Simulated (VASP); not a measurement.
A run of VASP 6.6.1:

Contents of INCAR:

```
SYSTEM = Pt
  PREC = Accurate
  ENCUT = 520
  EDIFF = 1E-6
  ISMEAR = -1
  SIGMA = 0.05
  LREAL = .FALSE.
  LASPH = .TRUE.
  NELM = 80
  ALGO = Normal
  ISIF = 2
  LWAVE = .FALSE.
  LCHARG = .FALSE.
  NBANDS = 11
```

Contents of KPOINTS:

```
Automatic mesh
0
G
  17 17 17
  0 0 0
```

The input POSCAR:

```
Pt
1.0
    0.0000000000      1.7449885289      1.7449885289
    1.7449885289      0.0000000000      1.7449885289
    1.7449885289      1.7449885289      0.0000000000
Pt
1
Direct
    0.0000000000      0.0000000000      0.0000000000
```

Potentials or basis: VASP PAW LDA potentials, release 64 (Pt).

Launch:

```bash
$ cat potpaw_LDA.64/Pt/POTCAR > POTCAR
$ mpirun -np 1 vasp_std > vasp.out
```

Hardware: 1 thread of Intel Xeon 6975P-C (shared host).

Question: How long does it take, and how much memory?

Answer: It took 9.6 s on 1 thread of Intel Xeon 6975P-C, with other jobs on the host, peak memory 0.13 GiB. Counts: scf iterations 11, k points 165.
